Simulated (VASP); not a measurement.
C: single point with PBEsol

C:

```xyz
1
Lattice="1.5088 0.0000 0.0000 0.0000 1.5088 0.0000 0.0000 0.0000 1.5088" Properties=species:S:1:pos:R:3 pbc="T T T"
C     0.0000    0.0000    0.0000
```

- Program: VASP 6.6.1
- Task: single point
- Functional: PBEsol
- Potentials or basis: VASP PAW PBE potentials, release 64 (C)
- Cutoff: 600 eV
- k mesh: 25 × 25 × 25
- Occupations: fermi-dirac, width 0.08 eV
- Spin: no spin polarisation

```
Pressure               : 391.5 GPa
Band gap on the k mesh : zero (band 2 reaches 33.90 eV, above the bottom of band 3 at 18.21 eV)
```

Levels at points of the mesh, in eV from the Fermi level:
| k point | band 1 | band 2 | band 3 | band 4 | band 5 | band 6 | band 7 |
| --- | --- | --- | --- | --- | --- | --- | --- |
| (0.00, 0.00, 0.00) | -31.58 | 13.15 | 13.15 | 13.15 | 30.40 | 30.40 | 44.66 |

Wall time 12 s on 1 thread of Intel Xeon 8259CL (shared host), peak memory 0.11 GiB.

Caveat: the PAW data sets were made with another functional, which shifts forces and pressure a little.
